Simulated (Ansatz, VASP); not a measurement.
Two plane-wave programs on V4O

File INCAR:

```
PREC = Accurate
ENCUT = 520
EDIFF = 1E-7
ISMEAR = 0
SIGMA = 0.1
LREAL = F
LASPH = T
NELM = 100
ALGO = Normal
ISIF = 2
LWAVE = F
LCHARG = F
LDIPOL = T
IDIPOL = 3
DIPOL = 0.5 0.5 0.333
GGA = PE
NBANDS = 37
```

Contents of KPOINTS:

```
regular mesh
0
Gamma
  9 9 1
```

Contents of POSCAR:

```
V4O
1.0
    2.9971751491      0.0000000000      0.0000000000
    0.0000000000      2.9971751491      0.0000000000
    0.0000000000      0.0000000000     21.3333819395
V O
4 1
Direct
    0.5000000000      0.5000000000      0.1874995728
    0.0000000000      0.0000000000      0.2577457053
    0.5000000000      0.5000000000      0.3267158760
    0.0000000000      0.0000000000      0.3906263884
    0.5000000000      0.5000000000      0.5007823874
```

Input for Ansatz:

```yaml
crystal:
  lattice:
    - [2.9971751491, 0.0, 0.0]
    - [0.0, 2.9971751491, 0.0]
    - [0.0, 0.0, 21.3333819395]
  atoms:
    - { symbol: V, position: [0.5, 0.5, 0.1874995728] }
    - { symbol: V, position: [0.0, 0.0, 0.2577457053] }
    - { symbol: V, position: [0.5, 0.5, 0.326715876] }
    - { symbol: V, position: [0.0, 0.0, 0.3906263884] }
    - { symbol: O, position: [0.5, 0.5, 0.5007823874] }
basis:
  ecutwfc: 420
kpoints:
  mp_grid: { grid: [9, 9, 1] }
hamiltonian:
  xc: pbe
scf:
  occupations: { method: gaussian, width: 0.1 }
output:
  forces: true
  eigenvalues: true
efield:
  axis: 3
  dipole_correction: true
  ramp_width: 0.04
```

Alike in both runs: task single point; functional PBE; k mesh 9 × 9 × 1; occupations gaussian, width 0.1 eV; no spin polarisation.

```csv
,VASP,Ansatz
version,VASP 6.6.1,Ansatz 0.2.0
potentials or method,"VASP PAW PBE potentials, release 64 (V_sv, O), cutoff 520 eV","scalar-relativistic, plane waves, PAW"
valence electrons in the cell,58,58
```

Ansatz gave:

```
gap on the k mesh at the Fermi level (eV) : none
rms of the force components (eV/Å)        : 0.978
```

Task: Which values does VASP return?

Result: gap on the k mesh at the Fermi level (eV): none; rms of the force components (eV/Å): 0.980.

Atom by atom the forces differ by 0.007 eV/Å (rms over components). A gap of «none» marks a metal or a gap that the smearing closes.
